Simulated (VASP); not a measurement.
Set up this calculation in VASP 6.6.1, as the native input.

* Task: single point
* Functional: RPBE
* Potentials or basis: VASP PAW PBE potentials, release 64 (Tl_d)
* Cutoff: 520 eV
* k mesh: 11 × 11 × 3
* Occupations: fermi-dirac, width 0.1 eV
* Spin: no spin polarisation
* Dipole correction: no
* Further INCAR settings: ALGO = Normal; EDIFF = 1e-07; NBANDS = 34

The structure of Tl lies in POSCAR:

```
Tl
1.0
    3.4913534919      0.0000000000      0.0000000000
   -1.7456767459      3.0236008176      0.0000000000
    0.0000000000      0.0000000000     11.1824609621
Tl
4
Direct
    0.0000000000      1.0000000000      0.0000000000
    0.0000000000      0.0000000000      0.5000000000
    0.3333333333      0.6666666667      0.2500000000
    0.6666666667      0.3333333333      0.7500000000
```

This cell differs from its parent crystal: volume scaled by 0.88.

The input as run:

INCAR

```
PREC     = Accurate       # precision mode
ENCUT    = 520            # plane-wave cutoff, eV
EDIFF    = 1E-7           # SCF threshold, eV
ISMEAR   = -1             # smearing method
SIGMA    = 0.1            # smearing width, eV
LREAL    = False          # projectors in reciprocal space
LASPH    = True           # aspherical terms in the spheres
NELM     = 60             # most SCF steps
ALGO     = Normal         # electronic algorithm
ISIF     = 2              # what is computed and relaxed
LWAVE    = False          # write WAVECAR
LCHARG   = False          # write CHGCAR
GGA      = RP             # functional
NBANDS   = 34             # bands
```

KPOINTS

```
regular mesh
0
Gamma
  11 11 3
```

Potentials or basis: VASP PAW PBE potentials, release 64 (Tl_d).

Command:

```bash
$ cat potpaw_PBE.64/Tl_d/POTCAR > POTCAR
$ mpirun -np 1 vasp_std > vasp.out
```

Results of the run:

The pressure is 3.6 GPa and the band gap on the k mesh is zero (band 26 reaches 9.75 eV, above the bottom of band 27 at 5.39 eV).

Caveat: the PAW data sets were made with another functional, which shifts forces and pressure a little; spin-orbit coupling is left out, which moves the levels of the heavy elements.

Run time: 85 s on 1 thread of AMD EPYC 7R43 64-Core Processor (Zen 3), on a shared host, peak memory 0.24 GiB.
